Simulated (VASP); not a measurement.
Set up this calculation in VASP 6.6.1, as the native input.

| Item | Value |
| --- | --- |
| Task | single point |
| Functional | PBE |
| Potentials or basis | VASP PAW PBE potentials, release 64 (Ga_d) |
| Cutoff | 520 eV |
| k mesh | 18 × 18 × 16 |
| Occupations | gaussian, width 0.15 eV |
| Spin | no spin polarisation |
| Dipole correction | no |
| Further INCAR settings | ALGO = Fast; EDIFF = 1e-06; NBANDS = 20 |

The structure of Ga lies in POSCAR:

```
Ga
1.0
    1.4500000000     -4.0650000000      0.0000000000
    1.4500000000      4.0650000000      0.0000000000
    0.0000000000      0.0000000000      3.1700000000
Ga
2
Direct
    0.8670000000      0.1330000000      0.2500000000
    0.1330000000      0.8670000000      0.7500000000
```

One way to write it, as run:

INCAR

```
ALGO = Fast
EDIFF = 1E-6
ENCUT = 520
GGA = PE
ISIF = 2
ISMEAR = 0
LASPH = True
LCHARG = False
LREAL = False
LWAVE = False
NBANDS = 20
NELM = 80
PREC = Accurate
SIGMA = 0.15
```

KPOINTS

```
k-points
0
Gamma
  18 18 16
```

Potentials or basis: VASP PAW PBE potentials, release 64 (Ga_d).

The run is started by

```console
$ cat potpaw_PBE.64/Ga_d/POTCAR > POTCAR
$ mpirun -np 1 vasp_std > vasp.out
```

Results of the run:

The pressure is 1.8 GPa and the largest force is 0.205 eV/Å. The band gap on the k mesh is zero (band 13 reaches 10.78 eV, above the bottom of band 14 at 1.41 eV).

Run time: 15 min on 1 thread of Oxide Virtual Turin-like Processor, on a shared host, peak memory 0.52 GiB.
